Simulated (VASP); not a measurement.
# Sb (P-1) in VASP: further runs

Runs on Sb. Level: PBE. Tasks: single point, relaxation of the atoms.

Everything below comes from runs of VASP 6.6.1. Logs are shortened: lines on timing, memory, paths and dates and some standing lists are left out, and cuts for length are marked.

## Step 1: The cell of the first run

The typed cell holds 2 atoms: a = 3.353 Å, b = 3.353 Å, c = 5.808 Å, α = 73.22°, β = 73.22°, γ = 60.00°.

## Step 2: Single point, PBE

The input, INCAR:

```
SYSTEM = Sb
  PREC = Accurate
  ENCUT = 520
  EDIFF = 1E-6
  ISMEAR = -1
  SIGMA = 0.05
  LREAL = .False.
  LASPH = .True.
  NELM = 80
  ALGO = Normal
  ISIF = 2
  LWAVE = .False.
  LCHARG = .False.
  GGA = PE
  NBANDS = 12
```

The input, KPOINTS:

```
Automatic mesh
0
Gamma
  9 9 5
  0 0 0
```

The input, POSCAR:

```
Sb
1.0
    0.0000000000     -2.3712425200     -2.3712425200
   -2.3712425200      0.0000000000     -2.3712425200
    2.3712425200      2.3712425200     -4.7424850400
Sb
2
Direct
    0.5243842568      0.4096088032      0.5091717452
   -0.0243842568      0.0903911968      0.9908282548
```

Potentials or basis: VASP PAW PBE potentials, release 64 (Sb).

Launch:

```bash
> cat potpaw_PBE.64/Sb/POTCAR > POTCAR
> mpirun -np 1 vasp_std > vasp.out
```

OUTCAR:

```text
SYSTEM = Sb
   PREC = Accurate
   ENCUT = 520
   EDIFF = 1E-6
   ISMEAR = -1
   LREAL = .False.
   LASPH = .True.
   NELM = 80
   ISIF = 2
   GGA = PE

 ion  position               nearest neighbor table
   1  0.524  0.410  0.509-   2 3.10   2 3.18   2 3.22   2 3.56   2 3.60   2 3.66
   2  0.976  0.090  0.991-   1 3.10   1 3.18   1 3.22   1 3.56   1 3.60   1 3.66

  LATTYP: Found a trigonal (rhomboedric) cell.
 ALAT       =     5.8083342304
 COS(alpha) =     0.8333333333

  Lattice vectors:

 A1 = (   2.3712425200,   4.7424850400,  -2.3712425200)
 A2 = (   4.7424850400,   2.3712425200,  -2.3712425200)
 A3 = (   2.3712425200,   2.3712425200,  -4.7424850400)

Analysis of symmetry for initial positions (statically):
=====================================================================
 Subroutine PRICEL returns:
 Original cell was already a primitive cell.

 Routine SETGRP: Setting up the symmetry group for a
 trigonal (rhombohedral) supercell.

 Subroutine GETGRP returns: Found  2 space group operations
 (whereof  1 operations were pure point group operations)
 out of a pool of 12 trial point group operations.

The static configuration has the point symmetry C_1 .
 The point group associated with its full space group is S_2 .

Analysis of symmetry for dynamics (positions and initial velocities):
=====================================================================
 Subroutine PRICEL returns:
 Original cell was already a primitive cell.

 Routine SETGRP: Setting up the symmetry group for a
 trigonal (rhombohedral) supercell.

 Subroutine GETGRP returns: Found  2 space group operations
 (whereof  1 operations were pure point group operations)
 out of a pool of 12 trial point group operations.

The dynamic configuration has the point symmetry C_1 .
 The point group associated with its full space group is S_2 .

 Subroutine INISYM returns: Found  2 space group operations
 (whereof  1 operations are pure point group operations),
 and found     1 'primitive' translations

----------------------------------------------------------------------------------------

                                     Primitive cell

  volume of cell :      53.3320

  direct lattice vectors                    reciprocal lattice vectors
     0.000000000 -2.371242520 -2.371242520     0.105429958 -0.316289875 -0.105429958
    -2.371242520  0.000000000 -2.371242520    -0.316289875  0.105429958 -0.105429958
     2.371242520  2.371242520 -4.742485040     0.105429958  0.105429958 -0.105429958

  length of vectors
     3.353443331  3.353443331  5.808334230     0.349671613  0.349671613  0.182610044

  position of ions in fractional coordinates (direct lattice)
     0.524384257  0.409608803  0.509171745
     0.975615743  0.090391197  0.990828255

  ion indices of the primitive-cell ions
   primitive index   ion index
                 1           1
                 2           2

----------------------------------------------------------------------------------------

 KPOINTS: Automatic mesh

Automatic generation of k-mesh.
 Grid dimensions read from file:
 generate k-points for:    9    9    5

 Generating k-lattice:

  Cartesian coordinates                     Fractional coordinates (reciprocal lattice)
     0.011714440 -0.035143319 -0.011714440     0.111111111  0.000000000 -0.000000000
    -0.035143319  0.011714440 -0.011714440     0.000000000  0.111111111 -0.000000000
     0.021085992  0.021085992 -0.021085992     0.000000000  0.000000000  0.200000000

  Length of vectors
     0.038852401  0.038852401  0.036522009

  Shift w.r.t. Gamma in fractional coordinates (k-lattice)
     0.000000000  0.000000000  0.000000000

 -----------------------------------------------------------------------------
|                                                                             |
|           W    W    AA    RRRRR   N    N  II  N    N   GGGG   !!!           |
|           W    W   A  A   R    R  NN   N  II  NN   N  G    G  !!!           |
|           W    W  A    A  R    R  N N  N  II  N N  N  G       !!!           |
|           W WW W  AAAAAA  RRRRR   N  N N  II  N  N N  G  GGG   !            |
|           WW  WW  A    A  R   R   N   NN  II  N   NN  G    G                |
|           W    W  A    A  R    R  N    N  II  N    N   GGGG   !!!           |
|                                                                             |
|     Your reciprocal lattice and k-lattice belong to different lattice       |
|     classes:                                                                |
|                                                                             |
|        The reciprocal lattice is rhombohedral (trigonal),                   |
|        whereas your k-lattice is base-centered monoclinic.                  |
|                                                                             |
|     Results are often still useful ...                                      |
|                                                                             |
 -----------------------------------------------------------------------------

 WARNING: IBZKPT: internal override: KBLOWUP is changed to .FALSE.
      ... skipping the blow-up phase ...

 Subroutine IBZKPT returns following result:
 ===========================================

 Found    203 irreducible k-points:

 Following reciprocal coordinates:
            Coordinates               Weight
  0.000000  0.000000  0.000000      1.000000
  0.111111  0.000000  0.000000      2.000000
  0.222222  0.000000  0.000000      2.000000
  0.333333  0.000000  0.000000      2.000000
  0.444444  0.000000  0.000000      2.000000
  0.000000  0.111111  0.000000      2.000000
[... 16 lines left out ...]
 -0.111111  0.222222 -0.000000      2.000000
  0.000000  0.333333  0.000000      2.000000
 [... further k-points ...]
   k-points           NKPTS =    203   k-points in BZ     NKDIM =    203   number of bands    NBANDS=     12
   number of dos      NEDOS =    301   number of ions     NIONS =      2
   total plane-waves  NPLWV =  37632
   dimension x,y,z NGX =    28 NGY =   28 NGZ =   48
   dimension x,y,z NGXF=    56 NGYF=   56 NGZF=   96
   ions per type =               2
   NGX,Y,Z   is equivalent  to a cutoff of  13.88, 13.88, 13.74 a.u.
   NGXF,Y,Z  is equivalent  to a cutoff of  27.76, 27.76, 27.48 a.u.
 SYSTEM =  Sb
   PREC   = accura    normal or accurate (medium, high low for compatibility)
   ISTART =      0    job   : 0-new  1-cont  2-samecut
   ICHARG =      2    charge: 1-file 2-atom 10-const
   ISPIN  =      1    spin polarized calculation?
   LNONCOLLINEAR =      F non collinear calculations
   LSORBIT =      F    spin-orbit coupling
   LASPH  =      T    aspherical Exc in radial PAW
   ENCUT  =  520.0 eV  38.22 Ry    6.18 a.u.   6.24  6.24 10.80*2*pi/ulx,y,z
   NELM   =     80;   NELMIN=  2; NELMDL= -5     # of ELM steps
   EDIFF  = 0.1E-05   stopping-criterion for ELM
   LREAL  =      F    real-space projection
   EDIFFG = 0.1E-04   stopping-criterion for IOM
   NSW    =      0    number of steps for IOM
   IBRION =     -1    ionic relax: 0-MD 1-quasi-New 2-CG
   NFREE  =      0    steps in history (QN), initial steepest desc. (CG)
   ISIF   =      2    stress and relaxation
   ISYM   =      2    0-nonsym 1-usesym 2-fastsym
   POTIM  = 0.5000    time-step for ionic-motion
   TEBEG  =    0.0;   TEEND  =   0.0 temperature during run
   PSTRESS=    0.0 pullay stress
   NELECT =      10.0000    total number of electrons
   NUPDOWN=      -1.0000    fix difference up-down
   EMIN   =  10.00;   EMAX   =-10.00  energy-range for DOS
   EFERMI =   0.00;   METHOD = LEGACY
   ISMEAR =    -1;   SIGMA  =   0.05  broadening in eV -4-tet -1-fermi 0-gaus
   EFERMI_NEDOS =   21; number of points for ismear=-14 and -15
   IALGO  =     38    algorithm
   IMIX   =      4    mixing-type and parameters
     AMIX     =   0.40;   BMIX     =  1.00
     AMIX_MAG =   1.60;   BMIX_MAG =  1.00
  volume/ion in A,a.u.               =      26.67       179.95
  Fermi-wavevector in a.u.,A,eV,Ry     =   0.937013  1.770697 11.945820  0.877993
  Thomas-Fermi vector in A             =   2.064081
   LORBIT       =      0    0 simple, 1 ext, 2 COOP (PROOUT), +10 PAW based schemes
   GGA     = PE    functional components
   LHFCALC =     F    Hartree Fock is set to
   AEXX    =    0.0000 exact exchange contribution
   IVDW    =     0    specifies the selected vdW correction
   LEPSILON=     F    determine dielectric tensor
   LRPA    =     F    only Hartree local field effects (RPA)
 non-spin polarized calculation
  energy-cutoff  :      520.00
  volume of cell :       53.33
 maximum number of plane-waves:      1460
 NGX is ok and might be reduce to    28
   NGX = 13   NGY = 13   NGZ = 21

 number of electron      10.0000000 magnetization

 Free energy of the ion-electron system (eV)
  ---------------------------------------------------
  ext. energy  EPLUGINS =         0.00000000
  ---------------------------------------------------
  free energy    TOTEN  =        -7.65770273 eV

  energy without entropy =       -7.64814868  energy(sigma->0) =       -7.65292571

 E-fermi :   8.6466     XC(G=0): -10.2609

 val. band max:        8.6446991899   @ k =   0.3333  -0.1111   0.4000
 cond. band min:       8.6471311707   @ k =   0.4444   0.3333   0.4000
 fundamental gap:      0.0024319807
 Fermi energy:         8.6466022899

 k-point     1 :       0.0000    0.0000    0.0000
  band No.  band energies     occupation
      1      -4.4006      2.00000
      2      -0.5116      2.00000
      3       2.7338      2.00000
      4      12.2646      0.00000
      5      12.6951      0.00000
      6      13.4554      0.00000
      7      13.8977      0.00000
      8      14.2663      0.00000
      9      17.0450      0.00000
     10      17.8776      0.00000
     11      17.9602      0.00000
     12      18.2298      0.00000
[... 331 lines left out ...]
 k-point    24 :       0.0000    0.3333    0.0000
  band No.  band energies     occupation
      1      -2.4635      2.00000
      2       0.7773      2.00000
      3       4.9295      2.00000
      4       5.1528      2.00000
      5       7.4980      2.00000
      6      10.3536      0.00000
      7      11.1280      0.00000
      8      11.5216      0.00000
      9      14.2053      0.00000
     10      15.3847      0.00000
     11      17.2123      0.00000
     12      20.4624      0.00000

 [... further k-points ...]

------------------------ aborting loop because EDIFF is reached ----------------------------------------

  FORCE on cell =-STRESS in cart. coord.  units (eV):
  Direction    XX          YY          ZZ          XY          YZ          ZX
  --------------------------------------------------------------------------------------
  -------------------------------------------------------------------------------------
  Total        0.7453736      0.8443173      1.0114949      0.1540009      0.0317895     -0.2190128
  in kB       22.3921951     25.3646189     30.3868990      4.6264283      0.9550069     -6.5794891
  external PRESSURE =      26.0479043 kB  Pullay stress =       0.0000000 kB

 VOLUME and BASIS-vectors are now :
 -----------------------------------------------------------------------------
  energy-cutoff  :      520.00
  volume of cell :       53.33
      direct lattice vectors                 reciprocal lattice vectors
     0.000000000 -2.371242520 -2.371242520     0.105429958 -0.316289875 -0.105429958
    -2.371242520  0.000000000 -2.371242520    -0.316289875  0.105429958 -0.105429958
     2.371242520  2.371242520 -4.742485040     0.105429958  0.105429958 -0.105429958

 POSITION                                       TOTAL-FORCE (eV/Angst)
 -----------------------------------------------------------------------------------
      0.23609     -0.03607     -4.62946         0.008369     -0.004027     -0.010648
      2.13515      0.03607     -7.22675        -0.008369      0.004027      0.010648
 -----------------------------------------------------------------------------------
    total drift:                                0.000000      0.000000     -0.000000

  FREE ENERGIE OF THE ION-ELECTRON SYSTEM (eV)
  ---------------------------------------------------
  free  energy   TOTEN  =        -7.6577027332 eV

  energy  without entropy=       -7.6481486832  energy(sigma->0) =       -7.65292571
```

Wall time 86 s (1 thread of Intel Xeon Platinum 8259CL at 2.50GHz (Skylake/Cascade Lake), shared host); peak memory 0.26 GiB.

Results:

```yaml
Free_energy: -7.6577 eV
Pressure: 2.6 GPa
Largest_force: 0.014 eV/Å
Band_gap_on_the_k_mesh: zero (band 5 reaches 12.70 eV, above the bottom of band 6 at 6.44 eV)
```

Forces on the atoms (eV/Å):
```
Sb   0.008 -0.004 -0.011
Sb  -0.008  0.004  0.011
```

Caveat: spin-orbit coupling is left out, which moves the levels of the heavy elements.

[end of part 1 of 2]
